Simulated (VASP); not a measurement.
Here is a VASP 6.6.1 calculation.

File INCAR:

```
ALGO = Normal
EDIFF = 1E-6
EDIFFG = -0.04
ENCUT = 600
GGA = PE
IBRION = 2
ISIF = 3
ISMEAR = 0
LASPH = T
LCHARG = F
LREAL = F
LWAVE = F
NELM = 80
NSW = 90
PREC = Accurate
SIGMA = 0.1
```

The input KPOINTS:

```
k-points
0
Gamma
  3 3 4
```

File POSCAR:

```
Ge
1.0
    6.4077619300      0.0000000000      0.0000000000
   -3.2038809700      5.5492846100      0.0000000000
    0.0000000000      0.0000000000      5.4776662500
Ge
9
Direct
    0.7639963300      0.2876489900      0.5976914600
    0.7123510100      0.4763473400      0.2643581200
    0.5236526600      0.2360036700      0.9310247900
    0.2876489900      0.7639963300      0.4023085400
    0.4763473400      0.7123510100      0.7356418800
    0.2360036700      0.5236526600      0.0689752100
    0.8709721100      0.0000000000      0.6666666700
    0.0000000000      0.8709721100      0.3333333300
    0.1290278900      0.1290278900      0.0000000000
```

Potentials or basis: VASP PAW PBE potentials, release 64 (Ge_d).

Command:

```sh
$ cat potpaw_PBE.64/Ge_d/POTCAR > POTCAR
$ mpirun -np 1 vasp_std > vasp.out
```

(1) Estimate the space group after relaxing (to 0.1 Å).

(2) Estimate the relaxed volume.

## Answers

(1) P3_221 (No. 154).

(2) 23.40 Å³/atom.

Caveat: the k points lie up to 0.40 Å⁻¹ apart in the final cell, too coarse for converged energies and pressures of a metal; a cell axis changed by over 15 % at a fixed basis, so the end point is rough.
